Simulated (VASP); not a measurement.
**Cs: single point with LDA**

The system is Cs.

```xyz
3
Lattice="8.2242 0.0000 0.0000 -4.1121 7.1224 0.0000 0.0000 0.0000 4.9212" Properties=species:S:1:pos:R:3 pbc="T T T"
Cs   -4.1121    7.1224    0.0000
Cs    0.0000    4.7482    2.4606
Cs    4.1121    2.3741    2.4606
```

This isn't the form of Cs at room conditions, which is bcc.

```json
{"Program": "VASP 6.6.1", "Task": "single point", "Functional": "LDA", "Potentials or basis": "VASP PAW LDA potentials, release 64 (Cs_sv)", "Cutoff": "520 eV", "k mesh": "5 × 5 × 6", "Occupations": "fermi-dirac, width 0.1 eV", "Spin": "no spin polarisation"}
```

```json
{
 "Pressure": "0.0 GPa",
 "Band gap on the k mesh": "zero (an odd number of electrons rules out a gap without spin polarisation)"
}
```

Levels at points of the mesh, in eV from the Fermi level:
```
           k point  band 10  band 11  band 12  band 13  band 14  band 15  band 16  band 17
(0.00, 0.00, 0.00)   -10.42   -10.42   -10.38    -1.86     0.60     0.98     0.98     1.00
(0.00, 0.00, 0.50)   -10.48   -10.46   -10.46    -0.17     0.16     0.61     0.61     0.85
```

Run time: 80 s on 1 thread of Intel(R) Xeon(R) Platinum 8259CL CPU @ 2.50GHz (Skylake/Cascade Lake) (shared host), peak memory 0.34 GiB.

Caveat: spin-orbit coupling is left out, which moves the levels of the heavy elements.
